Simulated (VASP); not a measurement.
**Al7InAs8: relaxation of cell and atoms with PBEsol**

Crystal: Al7InAs8.

```
In Al As
1.0
     5.72621   -5.72621    0.00000
     5.72621    0.00000    5.72621
     0.00000   -5.72621    5.72621
In Al As
1 7 8
Direct
  0.50000 0.00000 0.00000
  0.50060 0.00060 0.49940
  0.50060 0.49940 0.00060
  0.50060 0.49940 0.49940
  0.99940 0.00060 0.00060
  0.99940 0.00060 0.49940
  0.99940 0.49940 0.00060
  0.00000 0.50000 0.50000
  0.36941 0.39177 0.86941
  0.37491 0.37503 0.37503
  0.36941 0.86941 0.86941
  0.36941 0.86941 0.39177
  0.87503 0.37503 0.87491
  0.87503 0.37503 0.37503
  0.89177 0.86941 0.86941
  0.87503 0.87491 0.37503
```

```json
{"Program": "VASP 6.6.1", "Task": "relaxation of cell and atoms", "Functional": "PBEsol", "Potentials or basis": "VASP PAW PBE potentials, release 64 (In_d, Al, As)", "Cutoff": "600 eV", "k mesh": "4 × 4 × 4", "Occupations": "gaussian, width 0.02 eV", "Spin": "no spin polarisation", "Dipole correction": "no", "Further INCAR settings": "LREAL = Auto; ALGO = Normal; EDIFF = 1e-07; IBRION = 2; EDIFFG = -0.005; NSW = 100; ISIF = 3"}
```

- Relaxed volume: 23.53 Å³/atom
- Relaxed cell: a = 8.105 Å, b = 8.105 Å, c = 8.105 Å, α = 60.00°, β = 60.00°, γ = 60.00°
- Space group after relaxing (to 0.1 Å): F-43m (No. 216)
- Energy gained by relaxing: 0.1 meV/atom
- Ionic steps: 5
- Pressure after relaxing: 0.0 GPa
- Largest force after relaxing: 0.004 eV/Å
- Band gap on the k mesh: 1.33 eV

Forces on the atoms (eV/Å):
```
In   0.000  0.000  0.000
Al  -0.004  0.000  0.000
Al   0.000  0.004  0.000
Al   0.000  0.000  0.004
Al   0.000  0.000 -0.004
Al   0.000 -0.004  0.000
Al   0.004  0.000  0.000
Al   0.000  0.000  0.000
As   0.000  0.000  0.000
As   0.001 -0.001 -0.001
As   0.000  0.000  0.000
As   0.000  0.000  0.000
As  -0.001 -0.001  0.001
As  -0.001  0.001 -0.001
As   0.000  0.000  0.000
As   0.001  0.001  0.001
```

Step by step:
```tsv
step	energy change (eV)	largest force (eV/Å)	pressure (GPa)	volume (Å³)
1	0.0000	0.0746	0.16	375.52
2	-0.0012	0.0356	-0.08	376.82
3	-0.0012	0.0371	-0.07	376.77
4	-0.0015	0.0073	-0.02	376.50
5	-0.0015	0.0036	0.00	376.43
```

Final structure:
```yaml
crystal:
  lattice:
    - [5.73083, -5.73083, 0.00000]
    - [5.73083, 0.00000, 5.73083]
    - [0.00000, -5.73083, 5.73083]
  atoms:
    - { symbol: In, position: [0.50000, 0.00000, 0.00000] }
    - { symbol: Al, position: [0.50046, 0.00046, 0.49954] }
    - { symbol: Al, position: [0.50046, 0.49954, 0.00046] }
    - { symbol: Al, position: [0.50046, 0.49954, 0.49954] }
    - { symbol: Al, position: [0.99954, 0.00046, 0.00046] }
    - { symbol: Al, position: [0.99954, 0.00046, 0.49954] }
    - { symbol: Al, position: [0.99954, 0.49954, 0.00046] }
    - { symbol: Al, position: [0.00000, 0.50000, 0.50000] }
    - { symbol: As, position: [0.36975, 0.39075, 0.86975] }
    - { symbol: As, position: [0.37493, 0.37502, 0.37502] }
    - { symbol: As, position: [0.36975, 0.86975, 0.86975] }
    - { symbol: As, position: [0.36975, 0.86975, 0.39075] }
    - { symbol: As, position: [0.87502, 0.37502, 0.87493] }
    - { symbol: As, position: [0.87502, 0.37502, 0.37502] }
    - { symbol: As, position: [0.89075, 0.86975, 0.86975] }
    - { symbol: As, position: [0.87502, 0.87493, 0.37502] }
```

Levels at points of the mesh, in eV from the valence-band top:
```csv
k point,band 34,band 35,band 36,band 37,band 38,band 39,band 40,band 41
"(0.00, 0.00, 0.00)",-0.75,0.00,0.00,0.00,1.33,1.33,1.33,1.53
"(0.50, 0.00, 0.00)",-0.62,-0.62,-0.37,-0.37,2.24,2.27,2.30,2.33
"(0.50, 0.50, 0.00)",-1.11,-0.92,-0.79,-0.79,2.37,2.45,3.10,3.10
```

Wall time 14 min on 1 thread of Intel(R) Xeon(R) 6975P-C (Granite Rapids), with other jobs on the host, peak memory 0.81 GiB.

Caveat: the PAW data sets were made with another functional, which shifts forces and pressure a little; spin-orbit coupling is left out, which moves the levels of the heavy elements. A k mesh can miss the band edges.
